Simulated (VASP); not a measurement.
# Al2Fe (Fd-3m) in VASP: notebook, part 2 of 2

VASP 6.6.1. Earlier steps stand in the parts before.

### 4 Relaxation of cell and atoms, PBE, collinear spin, ferromagnetic start

Input file INCAR:

```
PREC     = Accurate       # precision mode
ENCUT    = 600            # plane-wave cutoff, eV
EDIFF    = 1E-6           # SCF threshold, eV
ISMEAR   = 0              # smearing method
SIGMA    = 0.1            # smearing width, eV
LREAL    = F              # projectors in reciprocal space
LASPH    = T              # aspherical terms in the spheres
NELM     = 150            # most SCF steps
ALGO     = Normal         # electronic algorithm
ISIF     = 3              # what is computed and relaxed
LWAVE    = F              # write WAVECAR
LCHARG   = F              # write CHGCAR
ISPIN    = 2              # spin polarisation
MAGMOM   = 0 0 0 0 2.25 2.25 # initial moments
LORBIT   = 11             # projections on sites
LMAXMIX  = 4              # l up to which the mixer works
GGA      = PE             # functional
IBRION   = 2              # ionic algorithm
NSW      = 90             # ionic steps
EDIFFG   = -0.04          # ionic threshold
```

Input file KPOINTS:

```
Automatic mesh
0
Gamma
  4 4 4
```

Input file POSCAR:

```
Al2Fe
1.0
    0.0000000000      3.4569513418      3.4569513418
    3.4569513418      0.0000000000      3.4569513418
    3.4569513418      3.4569513418      0.0000000000
Al Fe
4 2
Direct
    0.6250000000      0.6250000000      0.6250000000
    0.1250000000      0.6250000000      0.6250000000
    0.6250000000      0.6250000000      0.1250000000
    0.6250000000      0.1250000000      0.6250000000
    0.0000000000      0.0000000000      0.0000000000
    0.2500000000      0.2500000000      0.2500000000
```

On the command line:

```bash
$ cat potpaw_PBE.64/Al/POTCAR potpaw_PBE.64/Fe/POTCAR > POTCAR
$ mpirun -np 1 vasp_std > vasp.out
```

It took 56 s on 1 thread of Intel Xeon Platinum 8559C (Emerald Rapids), shared host; peak memory 0.29 GiB.

The run converged. Its results:

- Free energy: -29.7810 eV
- Relaxed volume: 14.69 Å³/atom
- Relaxed cell: a = 4.995 Å, b = 4.995 Å, c = 4.995 Å, α = 60.00°, β = 60.00°, γ = 60.00°
- Space group after relaxing (to 0.1 Å): Fd-3m (No. 227)
- Energy gained by relaxing: 15.6 meV/atom
- Ionic steps: 2
- Pressure after relaxing: 0.4 GPa
- Net moment: 4.55 μB per cell
- Site moments: Al -0.02; Fe +2.41 μB
- Valence electrons inside the program's atomic spheres: Al 0.85; Fe 6.82

The path:
```tsv
step	energy change (eV)	largest force (eV/Å)	pressure (GPa)	volume (Å³)
1	0.0000	0.0000	5.25	82.62
2	-0.0936	0.0000	0.36	88.14
```

Final structure:
```cif
data_structure
_symmetry_space_group_name_H-M 'P 1'
_symmetry_Int_Tables_number 1
_cell_length_a 4.9953
_cell_length_b 4.9953
_cell_length_c 4.9953
_cell_angle_alpha 60.000
_cell_angle_beta 60.000
_cell_angle_gamma 60.000
_cell_volume 88.14
loop_
_atom_site_label
_atom_site_type_symbol
_atom_site_fract_x
_atom_site_fract_y
_atom_site_fract_z
_atom_site_occupancy
Al1 Al 0.62500 0.62500 0.62500 1
Al2 Al 0.12500 0.62500 0.62500 1
Al3 Al 0.62500 0.62500 0.12500 1
Al4 Al 0.62500 0.12500 0.62500 1
Fe1 Fe 0.00000 0.00000 0.00000 1
Fe2 Fe 0.25000 0.25000 0.25000 1
```

Levels at points of the mesh, in eV from the Fermi level:
Spin up:
```tsv
k point	band 12	band 13	band 14	band 15	band 16	band 17	band 18	band 19	band 20
(0.00, 0.00, 0.00)	-1.98	-1.14	-0.31	-0.31	-0.31	-0.30	-0.30	-0.30	1.76
(0.50, 0.00, 0.00)	-2.14	-1.80	-1.38	-1.38	-0.40	-0.40	0.36	1.97	3.39
(0.50, 0.50, 0.00)	-2.29	-2.11	-2.11	-1.57	-1.57	2.83	2.83	3.49	3.49
```
Spin down:
| k point | band 8 | band 9 | band 10 | band 11 | band 12 | band 13 | band 14 | band 15 | band 16 | band 17 |
| --- | --- | --- | --- | --- | --- | --- | --- | --- | --- | --- |
| (0.00, 0.00, 0.00) | -2.66 | -2.19 | -2.19 | -0.82 | 0.43 | 0.43 | 0.94 | 0.94 | 0.94 | 1.49 |
| (0.50, 0.00, 0.00) | -1.56 | -1.15 | -1.15 | -0.03 | -0.03 | 0.39 | 0.58 | 0.58 | 1.13 | 1.41 |
| (0.50, 0.50, 0.00) | -0.75 | -0.72 | -0.72 | -0.35 | -0.35 | -0.21 | -0.21 | 0.56 | 0.56 | 3.14 |

Caveat: the k points lie up to 0.39 Å⁻¹ apart in the final cell.

### 5 Single point, PBE, collinear spin, ferromagnetic start

This run uses another cell than the first one, of 14.67 Å³/atom.

Input file INCAR:

```
SYSTEM = Al2Fe
ALGO     = Normal         ! electronic algorithm
EDIFF    = 1E-7           ! SCF threshold, eV
ENCUT    = 520            ! plane-wave cutoff, eV
GGA      = PE             ! functional
ISIF     = 2              ! what is computed and relaxed
ISMEAR   = 0              ! smearing method
ISPIN    = 2              ! spin polarisation
LASPH    = .TRUE.         ! aspherical terms in the spheres
LCHARG   = .FALSE.        ! write CHGCAR
LMAXMIX  = 4              ! l up to which the mixer works
LORBIT   = 11             ! projections on sites
LREAL    = .FALSE.        ! projectors in reciprocal space
LWAVE    = .FALSE.        ! write WAVECAR
MAGMOM   = 0 0 0 0 2.72 2.72 ! initial moments
NBANDS   = 27             ! bands
NELM     = 150            ! most SCF steps
PREC     = Accurate       ! precision mode
SIGMA    = 0.1            ! smearing width, eV
```

Input file KPOINTS:

```
k-points
0
G
  10 10 10
  0 0 0
```

Input file POSCAR:

```
Al2Fe
1.0
    0.0000000000      3.5307656018      3.5307656018
    3.5307656018      0.0000000000      3.5307656018
    3.5307656018      3.5307656018      0.0000000000
Al Fe
4 2
Direct
    0.1250000000      0.1250000000      0.1250000000
    0.6250000000      0.1250000000      0.1250000000
    0.1250000000      0.1250000000      0.6250000000
    0.1250000000      0.6250000000      0.1250000000
    0.5000000000      0.5000000000      0.5000000000
    0.7500000000      0.7500000000      0.7500000000
```

On the command line:

```bash
$ cat potpaw_PBE.64/Al/POTCAR potpaw_PBE.64/Fe/POTCAR > POTCAR
$ mpirun -np 1 vasp_std > vasp.out
```

It took 2.7 min on 1 thread of Intel Xeon Platinum 8559C (Emerald Rapids), shared host; peak memory 0.38 GiB.

The run converged. Its results:

| Quantity | Value |
| --- | --- |
| Free energy | -29.7918 eV |
| Pressure | 0.1 GPa |
| Net moment | 4.31 μB per cell |
| Site moments | Al -0.02; Fe +2.35 μB |
| Valence electrons inside the program's atomic spheres | Al 0.85; Fe 6.83 |

Levels at points of the mesh, in eV from the Fermi level:
Spin up:
| k point | band 12 | band 13 | band 14 | band 15 | band 16 | band 17 | band 18 | band 19 | band 20 | band 21 |
| --- | --- | --- | --- | --- | --- | --- | --- | --- | --- | --- |
| (0.00, 0.00, 0.00) | -1.90 | -1.14 | -0.30 | -0.30 | -0.30 | -0.28 | -0.28 | -0.28 | 1.75 | 1.75 |
| (0.50, 0.00, 0.00) | -2.09 | -1.77 | -1.34 | -1.34 | -0.37 | -0.37 | 0.37 | 1.96 | 3.38 | 3.38 |
| (0.50, 0.50, 0.00) | -2.22 | -2.08 | -2.08 | -1.54 | -1.54 | 2.81 | 2.81 | 3.49 | 3.49 | 4.15 |
Spin down:
```
           k point  band 10  band 11  band 12  band 13  band 14  band 15
(0.00, 0.00, 0.00)    -2.23    -0.88     0.39     0.39     0.94     0.94
(0.50, 0.00, 0.00)    -1.15    -0.04    -0.04     0.41     0.55     0.55
(0.50, 0.50, 0.00)    -0.74    -0.39    -0.39    -0.21    -0.21     0.57
```

### 6 Overview

```csv
task,cell,k mesh,cutoff (eV),gap on the mesh (eV),pressure (GPa),moment (μB)
single point,"a = 4.889 Å, angles 60.0°, 6 atoms",4 × 4 × 4,520,none,5.2,3.58
single point,"a = 5.000 Å, angles 60.0°, 6 atoms",4 × 4 × 4,520,none,0.1,4.57
relaxation of cell and atoms,"relaxed from a = 4.889 Å, angles 60.0°, 6 atoms",4 × 4 × 4,600,none,0.4,4.55
single point,"a = 4.993 Å, angles 60.0°, 6 atoms",10 × 10 × 10,520,none,0.1,4.31
```

Alike in all rows: level PBE; potentials or basis VASP PAW PBE potentials, release 64 (Al, Fe); spin collinear, ferromagnetic start; smearing gaussian 0.1 eV.

Caveats: some runs use coarse meshes.

Total energies depend on the potentials used, so only differences within one code and one set of settings carry meaning.
